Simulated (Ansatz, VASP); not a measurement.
## AlN: VASP beside Ansatz

```xyz
4
Lattice="3.1302 0.0000 0.0000 -1.5651 2.7108 0.0000 0.1505 0.0000 5.0180" Properties=species:S:1:pos:R:3 pbc="T T T"
Al    1.6352    0.9037    2.5056
Al    0.1453    1.8071    5.0146
N     1.7028    0.9029    4.4193
N     0.0624    1.8079    1.9103
```

Change from the starting cell: shear of c along a, cell held, atoms relaxed: +3.0 %.

Alike in both runs: functional PBE; k mesh 12 × 12 × 6; occupations gaussian, width 0.02 eV; no spin polarisation.

Ansatz relaxed the structure, and its values are those at the end. VASP's run is a single point on that final structure, the one shown.

```csv
,VASP,Ansatz
version,VASP 6.6.1,Ansatz 0.2.0
potentials or method,"VASP PAW PBE potentials, release 64 (Al, N), cutoff 520 eV","scalar-relativistic, plane waves, PAW"
valence electrons in the cell,16,16
```

Ansatz gave:

| Quantity | Value |
| --- | --- |
| gap on the k mesh at the Fermi level (eV) | 3.99 |
| least direct gap on the mesh (eV) | 3.99 |
| pressure (GPa) | 0.0 |

Q: Which values does VASP return?

A: gap on the k mesh at the Fermi level (eV): 4.00; least direct gap on the mesh (eV): 4.00; pressure (GPa): -0.3.

Ansatz's warnings: stress scf threshold loose.
